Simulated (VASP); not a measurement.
# Pb (Fd-3m) in VASP: notebook, part 2 of 2

VASP 6.6.1.

## (3) Single point, LDA (volume scaled by 0.5)

INCAR reads:

```
PREC = Accurate
ENCUT = 520
EDIFF = 1E-6
ISMEAR = -1
SIGMA = 0.08
LREAL = False
LASPH = True
NELM = 100
ALGO = Normal
ISIF = 2
LWAVE = False
LCHARG = False
NBANDS = 21
```

KPOINTS reads:

```
regular mesh
0
Gamma
  10 10 10
```

POSCAR reads:

```
Pb
1.0
    0.0000000000      2.7082012182      2.7082012182
    2.7082012182      0.0000000000      2.7082012182
    2.7082012182      2.7082012182      0.0000000000
Pb
2
Direct
   -0.1250000000     -0.1250000000     -0.1250000000
    0.1250000000      0.1250000000      0.1250000000
```

Potentials or basis: VASP PAW LDA potentials, release 64 (Pb_d).

Started as:

```
$ cat potpaw_LDA.64/Pb_d/POTCAR > POTCAR
$ mpirun -np 1 vasp_std > vasp.out
```

OUTCAR:

```text
PREC = Accurate
   ENCUT = 520
   EDIFF = 1E-6
   ISMEAR = -1
   LREAL = False
   LASPH = True
   NELM = 100
   ISIF = 2

 ion  position               nearest neighbor table
   1  0.875  0.875  0.875-   2 2.35   2 2.35   2 2.35   2 2.35
   2  0.125  0.125  0.125-   1 2.35   1 2.35   1 2.35   1 2.35

  LATTYP: Found a face centered cubic cell.
 ALAT       =     5.4164024364

  Lattice vectors:

 A1 = (   0.0000000000,   2.7082012182,   2.7082012182)
 A2 = (   2.7082012182,   0.0000000000,   2.7082012182)
 A3 = (   2.7082012182,   2.7082012182,   0.0000000000)

Analysis of symmetry for initial positions (statically):
=====================================================================
 Subroutine PRICEL returns:
 Original cell was already a primitive cell.

 Routine SETGRP: Setting up the symmetry group for a
 face centered cubic supercell.

 Subroutine GETGRP returns: Found 48 space group operations
 (whereof 12 operations were pure point group operations)
 out of a pool of 48 trial point group operations.

The static configuration has the point symmetry D_3d.
[... 153 lines left out ...]

 Free energy of the ion-electron system (eV)
  ---------------------------------------------------
  ext. energy  EPLUGINS =         0.00000000
  ---------------------------------------------------
  free energy    TOTEN  =         0.27062858 eV

  energy without entropy =        0.27666865  energy(sigma->0) =        0.27364862

 E-fermi :  14.4447     XC(G=0): -12.2941

 val. band max:       14.4360546807   @ k =   0.5000   0.4000   0.0000
 cond. band min:      14.6327019836   @ k =  -0.4000   0.4000   0.0000
 fundamental gap:      0.1966473029
 Fermi energy:        14.4446660297

 k-point     1 :       0.0000    0.0000    0.0000
  band No.  band energies     occupation
      1      -6.9954      2.00000
      2      -6.9954      2.00000
      3      -6.9954      2.00000
      4      -6.7747      2.00000
      5      -6.7747      2.00000
      6      -4.6566      2.00000
[... 565 lines left out ...]
     20      25.1005      0.00000
     21      26.2191      0.00000

 [... further k-points ...]
[... 5 lines left out ...]
  --------------------------------------------------------------------------------------
  -------------------------------------------------------------------------------------
  Total       32.0634444     32.0634444     32.0634444      0.0000000      0.0000000      0.0000000
  in kB     1293.1472283   1293.1472283   1293.1472283      0.0000000      0.0000000      0.0000000
  external PRESSURE =    1293.1472283 kB  Pullay stress =       0.0000000 kB

 VOLUME and BASIS-vectors are now :
 -----------------------------------------------------------------------------
  energy-cutoff  :      520.00
  volume of cell :       39.73
      direct lattice vectors                 reciprocal lattice vectors
     0.000000000  2.708201218  2.708201218    -0.184624391  0.184624391  0.184624391
     2.708201218  0.000000000  2.708201218     0.184624391 -0.184624391  0.184624391
     2.708201218  2.708201218  0.000000000     0.184624391  0.184624391 -0.184624391

 POSITION                                       TOTAL-FORCE (eV/Angst)
 -----------------------------------------------------------------------------------
      4.73935      4.73935      4.73935         0.000000      0.000000      0.000000
      0.67705      0.67705      0.67705        -0.000000     -0.000000     -0.000000
 -----------------------------------------------------------------------------------
    total drift:                                0.000000     -0.000000     -0.000000

  FREE ENERGIE OF THE ION-ELECTRON SYSTEM (eV)
  ---------------------------------------------------
  free  energy   TOTEN  =         0.2706285821 eV

  energy  without entropy=        0.2766686493  energy(sigma->0) =        0.27364862
```

OSZICAR:

```text
N       E                     dE             d eps       ncg     rms          rms(c)
DAV:   1     0.311957640049E+03    0.31196E+03   -0.14544E+04  1982   0.190E+03
DAV:   2     0.230683841376E+02   -0.28889E+03   -0.28300E+03  1989   0.449E+02
DAV:   3     0.557978189982E+00   -0.22510E+02   -0.22301E+02  2317   0.152E+02
DAV:   4    -0.170740416067E+00   -0.72872E+00   -0.72817E+00  2359   0.287E+01
DAV:   5    -0.203549253650E+00   -0.32809E-01   -0.32807E-01  2765   0.568E+00    0.438E+00
DAV:   6     0.111023639907E+00    0.31457E+00   -0.10274E-01  2968   0.448E+00    0.240E+00
DAV:   7     0.269309744055E+00    0.15829E+00   -0.11617E-01  2962   0.439E+00    0.187E-01
DAV:   8     0.270615817195E+00    0.13061E-02   -0.78192E-03  2338   0.922E-01    0.556E-02
DAV:   9     0.270622129433E+00    0.63122E-05   -0.34143E-04  3056   0.178E-01    0.940E-03
DAV:  10     0.270627034177E+00    0.49047E-05   -0.13083E-05  2414   0.316E-02    0.327E-03
DAV:  11     0.270628596209E+00    0.15620E-05   -0.67635E-07  1508   0.126E-02    0.286E-04
DAV:  12     0.270628582062E+00   -0.14147E-07   -0.12540E-07  1312   0.437E-03
   1 F= 0.27062858E+00 E0= 0.27364862E+00  d E =-.604007E-02
```

stdout:

```text
POSCAR found type information on POSCAR Pb
 POSCAR found :  1 types and       2 ions
 scaLAPACK will be used
 LDA part: xc-table for (Slater(with rela. corr.)+CA(PZ))
 , standard interpolation
 POSCAR, INCAR and KPOINTS ok, starting setup
 FFT: planning ... GRIDC
 FFT: planning ... GRID_SOFT
 FFT: planning ... GRID
 WAVECAR not read
 entering main loop
```

Run time: 13 s. Hardware: 1 thread of Intel Xeon 6975P-C (Granite Rapids), shared host; peak memory 0.15 GiB.

Results:

* Free energy: 0.2706 eV
* Pressure: 129.3 GPa
* Band gap on the k mesh: zero (band 14 reaches 15.56 eV, above the bottom of band 15 at 14.18 eV)

Caveat: spin-orbit coupling is left out, which moves the levels of the heavy elements.
